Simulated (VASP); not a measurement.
# PbS (Pm-3m) in VASP: settings compared

The runs below take PbS through single point, relaxation of cell and atoms, with PBE, PBE+D3(BJ).

Program: VASP 6.6.1. These are calculated values, not measurements. Logs are shortened: lines on timing, memory, paths and dates and some standing lists are left out, and cuts for length are marked.

### Step 1. The cell of the first run

It takes space group Pm-3m (No. 221, cubic). Conventional cell: a = 3.654 Å, b = 3.654 Å, c = 3.654 Å, α = 90.00°, β = 90.00°, γ = 90.00°. Within 4.2 Å of Pb (site symmetry m-3m) lie 8 S at 3.16 Å and 6 Pb at 3.65 Å. Within 4.2 Å of S (site symmetry m-3m) lie 8 Pb at 3.16 Å and 6 S at 3.65 Å.

### Step 2. Single point, PBE

Input file INCAR:

```
  ALGO = Normal
  EDIFF = 1E-6
  ENCUT = 520
  GGA = PE
  ISIF = 2
  ISMEAR = 0
  LASPH = T
  LCHARG = F
  LREAL = F
  LWAVE = F
  NBANDS = 17
  NELM = 100
  PREC = Accurate
  SIGMA = 0.027000000000000003
```

Input file KPOINTS:

```
k-points
0
Gamma
  7 7 7
```

Input file POSCAR:

```
PbS
1.0
    3.6536590000      0.0000000000      0.0000000000
    0.0000000000      3.6536590000      0.0000000000
    0.0000000000      0.0000000000      3.6536590000
Pb S
1 1
Direct
    0.0000000000      0.0000000000      0.0000000000
    0.5000000000      0.5000000000      0.5000000000
```

Potentials or basis: VASP PAW PBE potentials, release 64 (Pb_d, S).

Launch:

```
$ cat potpaw_PBE.64/Pb_d/POTCAR potpaw_PBE.64/S/POTCAR > POTCAR
$ mpirun -np 1 vasp_std > vasp.out
```

OUTCAR:

```text
EDIFF = 1E-6
   ENCUT = 520
   GGA = PE
   ISIF = 2
   ISMEAR = 0
   LASPH = T
   LREAL = F
   NELM = 100
   PREC = Accurate

 ion  position               nearest neighbor table
   1  0.000  0.000  0.000-   2 3.16   2 3.16   2 3.16   2 3.16   2 3.16   2 3.16   2 3.16   2 3.16

   2  0.500  0.500  0.500-   1 3.16   1 3.16   1 3.16   1 3.16   1 3.16   1 3.16   1 3.16   1 3.16

  LATTYP: Found a simple cubic cell.
 ALAT       =     3.6536590000

  Lattice vectors:

 A1 = (   3.6536590000,   0.0000000000,   0.0000000000)
 A2 = (   0.0000000000,   3.6536590000,   0.0000000000)
 A3 = (   0.0000000000,   0.0000000000,   3.6536590000)

Analysis of symmetry for initial positions (statically):
=====================================================================
 Subroutine PRICEL returns:
 Original cell was already a primitive cell.

 Routine SETGRP: Setting up the symmetry group for a
 simple cubic supercell.

 Subroutine GETGRP returns: Found 48 space group operations
 (whereof 48 operations were pure point group operations)
 out of a pool of 48 trial point group operations.

The static configuration has the point symmetry O_h .

Analysis of symmetry for dynamics (positions and initial velocities):
=====================================================================
 Subroutine PRICEL returns:
 Original cell was already a primitive cell.

 Routine SETGRP: Setting up the symmetry group for a
 simple cubic supercell.

 Subroutine GETGRP returns: Found 48 space group operations
 (whereof 48 operations were pure point group operations)
 out of a pool of 48 trial point group operations.

The dynamic configuration has the point symmetry O_h .

 Subroutine INISYM returns: Found 48 space group operations
 (whereof 48 operations are pure point group operations),
 and found     1 'primitive' translations

----------------------------------------------------------------------------------------

                                     Primitive cell

  volume of cell :      48.7735

  direct lattice vectors                    reciprocal lattice vectors
     3.653659000  0.000000000  0.000000000     0.273698230  0.000000000  0.000000000
     0.000000000  3.653659000  0.000000000     0.000000000  0.273698230  0.000000000
     0.000000000  0.000000000  3.653659000     0.000000000  0.000000000  0.273698230

  length of vectors
     3.653659000  3.653659000  3.653659000     0.273698230  0.273698230  0.273698230

  position of ions in fractional coordinates (direct lattice)
     0.000000000  0.000000000  0.000000000
     0.500000000  0.500000000  0.500000000

  ion indices of the primitive-cell ions
   primitive index   ion index
                 1           1
                 2           2

----------------------------------------------------------------------------------------

 KPOINTS: k-points

Automatic generation of k-mesh.
 Grid dimensions read from file:
 generate k-points for:    7    7    7

 Generating k-lattice:

  Cartesian coordinates                     Fractional coordinates (reciprocal lattice)
     0.039099747  0.000000000  0.000000000     0.142857143  0.000000000  0.000000000
     0.000000000  0.039099747  0.000000000     0.000000000  0.142857143  0.000000000
     0.000000000  0.000000000  0.039099747     0.000000000  0.000000000  0.142857143

  Length of vectors
     0.039099747  0.039099747  0.039099747

  Shift w.r.t. Gamma in fractional coordinates (k-lattice)
     0.000000000  0.000000000  0.000000000

 Subroutine IBZKPT returns following result:
 ===========================================

 Found     20 irreducible k-points:

 Following reciprocal coordinates:
            Coordinates               Weight
  0.000000  0.000000  0.000000      1.000000
  0.142857  0.000000  0.000000      6.000000
  0.285714  0.000000  0.000000      6.000000
  0.428571  0.000000  0.000000      6.000000
  0.142857  0.142857  0.000000     12.000000
  0.285714  0.142857  0.000000     24.000000
[... 12 lines left out ...]
  0.428571  0.428571  0.285714     24.000000
  0.428571  0.428571  0.428571      8.000000
   k-points           NKPTS =     20   k-points in BZ     NKDIM =     20   number of bands    NBANDS=     17
   number of dos      NEDOS =    301   number of ions     NIONS =      2
   total plane-waves  NPLWV =  21952
   dimension x,y,z NGX =    28 NGY =   28 NGZ =   28
   dimension x,y,z NGXF=    56 NGYF=   56 NGZF=   56
   ions per type =               1   1
   NGX,Y,Z   is equivalent  to a cutoff of  12.74, 12.74, 12.74 a.u.
   NGXF,Y,Z  is equivalent  to a cutoff of  25.48, 25.48, 25.48 a.u.
 SYSTEM =  unknown system
   PREC   = accura    normal or accurate (medium, high low for compatibility)
   ISTART =      0    job   : 0-new  1-cont  2-samecut
   ICHARG =      2    charge: 1-file 2-atom 10-const
   ISPIN  =      1    spin polarized calculation?
   LNONCOLLINEAR =      F non collinear calculations
   LSORBIT =      F    spin-orbit coupling
   LASPH  =      T    aspherical Exc in radial PAW
   ENCUT  =  520.0 eV  38.22 Ry    6.18 a.u.   6.79  6.79  6.79*2*pi/ulx,y,z
   NELM   =    100;   NELMIN=  2; NELMDL= -5     # of ELM steps
   EDIFF  = 0.1E-05   stopping-criterion for ELM
   LREAL  =      F    real-space projection
   EDIFFG = 0.1E-04   stopping-criterion for IOM
   NSW    =      0    number of steps for IOM
   IBRION =     -1    ionic relax: 0-MD 1-quasi-New 2-CG
   NFREE  =      0    steps in history (QN), initial steepest desc. (CG)
   ISIF   =      2    stress and relaxation
   ISYM   =      2    0-nonsym 1-usesym 2-fastsym
   POTIM  = 0.5000    time-step for ionic-motion
   TEBEG  =    0.0;   TEEND  =   0.0 temperature during run
   PSTRESS=    0.0 pullay stress
   NELECT =      20.0000    total number of electrons
   NUPDOWN=      -1.0000    fix difference up-down
   EMIN   =  10.00;   EMAX   =-10.00  energy-range for DOS
   EFERMI =   0.00;   METHOD = LEGACY
   ISMEAR =     0;   SIGMA  =   0.03  broadening in eV -4-tet -1-fermi 0-gaus
   EFERMI_NEDOS =   21; number of points for ismear=-14 and -15
   IALGO  =     38    algorithm
   IMIX   =      4    mixing-type and parameters
     AMIX     =   0.40;   BMIX     =  1.00
     AMIX_MAG =   1.60;   BMIX_MAG =  1.00
  volume/ion in A,a.u.               =      24.39       164.57
  Fermi-wavevector in a.u.,A,eV,Ry     =   1.216252  2.298383 20.126668  1.479268
  Thomas-Fermi vector in A             =   2.351612
   LORBIT       =      0    0 simple, 1 ext, 2 COOP (PROOUT), +10 PAW based schemes
   GGA     = PE    functional components
   LHFCALC =     F    Hartree Fock is set to
   AEXX    =    0.0000 exact exchange contribution
   IVDW    =     0    specifies the selected vdW correction
   LEPSILON=     F    determine dielectric tensor
   LRPA    =     F    only Hartree local field effects (RPA)
 non-spin polarized calculation
 Gauss-broadening in eV      SIGMA  =   0.03
  energy-cutoff  :      520.00
  volume of cell :       48.77
 maximum number of plane-waves:      1357
 NGX is ok and might be reduce to    28
   NGX = 13   NGY = 13   NGZ = 13

 number of electron      19.9999995 magnetization

 Free energy of the ion-electron system (eV)
  ---------------------------------------------------
  ext. energy  EPLUGINS =         0.00000000
  ---------------------------------------------------
  free energy    TOTEN  =        -8.25232727 eV

  energy without entropy =       -8.25227473  energy(sigma->0) =       -8.25230100

 E-fermi :   6.0429     XC(G=0): -10.1669

 val. band max:        5.9944564105   @ k =   0.1429   0.1429   0.1429
 cond. band min:       6.0921124654   @ k =   0.4286   0.4286   0.4286
 fundamental gap:      0.0976560549
 Fermi energy:         6.0429028962

 k-point     1 :       0.0000    0.0000    0.0000
  band No.  band energies     occupation
      1     -10.8168      2.00000
      2     -10.8168      2.00000
      3     -10.6056      2.00000
      4     -10.6056      2.00000
      5     -10.6056      2.00000
      6      -7.0006      2.00000
[... 9 lines left out ...]
     16      18.8439      0.00000
     17      18.9063      0.00000

 k-point     2 :       0.1429    0.0000    0.0000
  band No.  band energies     occupation
      1     -10.8150      2.00000
      2     -10.7873      2.00000
      3     -10.6165      2.00000
      4     -10.6165      2.00000
      5     -10.6045      2.00000
      6      -6.8283      2.00000
[... 9 lines left out ...]
     16      18.6791      0.00000
     17      18.7125      0.00000

 k-point     3 :       0.2857    0.0000    0.0000
  band No.  band energies     occupation
      1     -10.8108      2.00000
      2     -10.7216      2.00000
      3     -10.6408      2.00000
      4     -10.6408      2.00000
      5     -10.6021      2.00000
      6      -6.3542      2.00000
[... 9 lines left out ...]
     16      16.9100      0.00000
     17      18.8900      0.00000

 k-point     4 :       0.4286    0.0000    0.0000
  band No.  band energies     occupation
      1     -10.8075      2.00000
      2     -10.6692      2.00000
      3     -10.6602      2.00000
      4     -10.6602      2.00000
      5     -10.6002      2.00000
      6      -5.8059      2.00000
[... 9 lines left out ...]
     16      18.6010      0.00000
     17      18.8741      0.00000
[... 263 lines left out ...]
      1     -10.7203      2.00000
      2     -10.7006      2.00000
      3     -10.6751      2.00000
      4     -10.6569      2.00000
      5     -10.6014      2.00000
      6      -5.0433      2.00000
[... 9 lines left out ...]
     16      17.1347      0.00000
     17      20.9102      0.00000

 k-point    19 :       0.4286    0.4286    0.2857
  band No.  band energies     occupation
      1     -10.7415      2.00000
      2     -10.6992      2.00000
      3     -10.6974      2.00000
      4     -10.6283      2.00000
      5     -10.5696      2.00000
      6      -4.8575      2.00000
[... 9 lines left out ...]
     16      18.0856      0.00000
     17      21.5800      0.00000

 k-point    20 :       0.4286    0.4286    0.4286
  band No.  band energies     occupation
      1     -10.7287      2.00000
      2     -10.7232      2.00000
      3     -10.7232      2.00000
      4     -10.5684      2.00000
      5     -10.5684      2.00000
      6      -4.7502      2.00000
[... 9 lines left out ...]
     16      19.0333      0.00000
     17      22.6230      0.00000

------------------------ aborting loop because EDIFF is reached ----------------------------------------

  FORCE on cell =-STRESS in cart. coord.  units (eV):
  Direction    XX          YY          ZZ          XY          YZ          ZX
  --------------------------------------------------------------------------------------
  -------------------------------------------------------------------------------------
  Total        0.0569714      0.0569714      0.0569714      0.0000000      0.0000000      0.0000000
  in kB        1.8714730      1.8714730      1.8714730      0.0000000      0.0000000      0.0000000
  external PRESSURE =       1.8714730 kB  Pullay stress =       0.0000000 kB

 VOLUME and BASIS-vectors are now :
 -----------------------------------------------------------------------------
  energy-cutoff  :      520.00
  volume of cell :       48.77
      direct lattice vectors                 reciprocal lattice vectors
     3.653659000  0.000000000  0.000000000     0.273698230  0.000000000  0.000000000
     0.000000000  3.653659000  0.000000000     0.000000000  0.273698230  0.000000000
     0.000000000  0.000000000  3.653659000     0.000000000  0.000000000  0.273698230

 POSITION                                       TOTAL-FORCE (eV/Angst)
 -----------------------------------------------------------------------------------
      0.00000      0.00000      0.00000         0.000000      0.000000      0.000000
      1.82683      1.82683      1.82683         0.000000      0.000000      0.000000
 -----------------------------------------------------------------------------------
    total drift:                               -0.000000      0.000000      0.000000

  FREE ENERGIE OF THE ION-ELECTRON SYSTEM (eV)
  ---------------------------------------------------
  free  energy   TOTEN  =        -8.2523272719 eV

  energy  without entropy=       -8.2522747337  energy(sigma->0) =       -8.25230100
```

Wall time 17 s (1 thread of Intel Xeon Platinum 8259CL at 2.50GHz (Skylake/Cascade Lake), shared host); peak memory 0.16 GiB.

Results:

- Free energy: -8.2523 eV
- Pressure: 0.2 GPa
- Band gap on the k mesh: 0.10 eV, indirect (least direct gap 1.42 eV)

Caveat: spin-orbit coupling is left out, which moves the levels of the heavy elements. A k mesh can miss the band edges.

### Step 3. Single point, PBE

Input file INCAR:

```
ALGO = Normal ; EDIFF = 1E-6
ENCUT = 520 ; GGA = PE
ISIF = 2 ; ISMEAR = 0
LASPH = True ; LCHARG = False
LREAL = False ; LWAVE = False
NBANDS = 17 ; NELM = 80
PREC = Accurate ; SIGMA = 0.028000000000000004
```

KPOINTS is that of step 2.

POSCAR is that of step 2.

Potentials or basis: VASP PAW PBE potentials, release 64 (Pb_d, S).

Launch:

```
$ cat potpaw_PBE.64/Pb_d/POTCAR potpaw_PBE.64/S/POTCAR > POTCAR
$ mpirun -np 1 vasp_std > vasp.out
```

Run time: 16 s. Hardware: 1 thread of Intel Xeon Platinum 8259CL at 2.50GHz (Skylake/Cascade Lake), shared host; peak memory 0.16 GiB.

Results (log left out):

| Item | Value |
| --- | --- |
| Free energy | -8.2523 eV |
| Pressure | 0.2 GPa |
| Band gap on the k mesh | 0.10 eV, indirect (least direct gap 1.42 eV) |

Levels at points of the mesh, in eV from the valence-band top:
| k point | band 7 | band 8 | band 9 | band 10 | band 11 | band 12 | band 13 | band 14 |
| --- | --- | --- | --- | --- | --- | --- | --- | --- |
| (0.00, 0.00, 0.00) | -6.61 | -1.45 | -1.45 | -1.45 | 5.61 | 5.61 | 6.64 | 6.64 |

Caveat: spin-orbit coupling is left out, which moves the levels of the heavy elements.

### Step 4. Relaxation of cell and atoms, PBE+D3(BJ)

Input file INCAR:

```
PREC = Accurate
ENCUT = 600
EDIFF = 1E-6
ISMEAR = -1
SIGMA = 0.05
LREAL = False
LASPH = True
NELM = 100
ALGO = Normal
ISIF = 3
LWAVE = False
LCHARG = False
GGA = PE
IVDW = 12
IBRION = 2
NSW = 60
EDIFFG = -0.01
```

Input file KPOINTS:

```
regular mesh
0
Gamma
  7 7 7
```

POSCAR is that of step 3.

Launch:

```
$ cat potpaw_PBE.64/Pb_d/POTCAR potpaw_PBE.64/S/POTCAR > POTCAR
$ mpirun -np 1 vasp_std > vasp.out
```

It took 16 s on 1 thread of Intel Xeon 6975P-C (Granite Rapids), shared host; peak memory 0.19 GiB.

The run converged. Its results:

```yaml
Free_energy: -9.0226 eV
Relaxed_volume: 23.25 Å³/atom
Relaxed_cell: a = 3.596 Å, b = 3.596 Å, c = 3.596 Å, α = 90.00°, β = 90.00°, γ = 90.00°
Space_group_after_relaxing_to_0.05_Å: Pm-3m (No. 221)
Energy_gained_by_relaxing: 8.8 meV/atom
Ionic_steps: 3
Pressure_after_relaxing: 0.0 GPa
Band_gap_on_the_k_mesh: zero (band 10 reaches 6.55 eV, above the bottom of band 11 at 6.55 eV)
Dispersion_energy_per_atom: -0.392 eV
```

The path:
```tsv
step	energy change (eV)	largest force (eV/Å)	pressure (GPa)	volume (Å³)
1	0.0000	0.0000	-2.40	48.77
2	-0.0174	0.0000	0.34	46.24
3	-0.0177	0.0000	0.01	46.51
```

Final structure:
```cif
data_structure
_symmetry_space_group_name_H-M 'P 1'
_symmetry_Int_Tables_number 1
_cell_length_a 3.5962
_cell_length_b 3.5962
_cell_length_c 3.5962
_cell_angle_alpha 90.000
_cell_angle_beta 90.000
_cell_angle_gamma 90.000
_cell_volume 46.51
loop_
_atom_site_label
_atom_site_type_symbol
_atom_site_fract_x
_atom_site_fract_y
_atom_site_fract_z
_atom_site_occupancy
Pb1 Pb 0.00000 0.00000 0.00000 1
S1 S 0.50000 0.50000 0.50000 1
```

Levels at points of the mesh, in eV from the Fermi level:
| k point | band 7 | band 8 | band 9 | band 10 | band 11 | band 12 | band 13 | band 14 |
| --- | --- | --- | --- | --- | --- | --- | --- | --- |
| (0.00, 0.00, 0.00) | -6.51 | -1.65 | -1.65 | -1.65 | 5.51 | 5.51 | 6.96 | 6.96 |

Caveat: spin-orbit coupling is left out, which moves the levels of the heavy elements; pairwise dispersion overbinds metals, which lowers pressure and volume.

### Step 5. Overview

```tsv
task	level	cell	cutoff (eV)	smearing	gap on the mesh (eV)	pressure (GPa)
single point	PBE	as given	520	gaussian 0.027 eV	0.10	0.2
single point	PBE	as given	520	gaussian 0.028 eV	0.10	0.2
relaxation of cell and atoms	PBE+D3(BJ)	relaxed	600	fermi-dirac 0.05 eV	none	0.0
```

Alike in all rows: potentials or basis VASP PAW PBE potentials, release 64 (Pb_d, S); no spin polarisation; k mesh 7 × 7 × 7.

Caveats: spin-orbit coupling is left out, which moves the levels of the heavy elements; pairwise dispersion overbinds metals, which lowers pressure and volume (some runs).

Absolute energies hang on the potentials; compare differences alone.
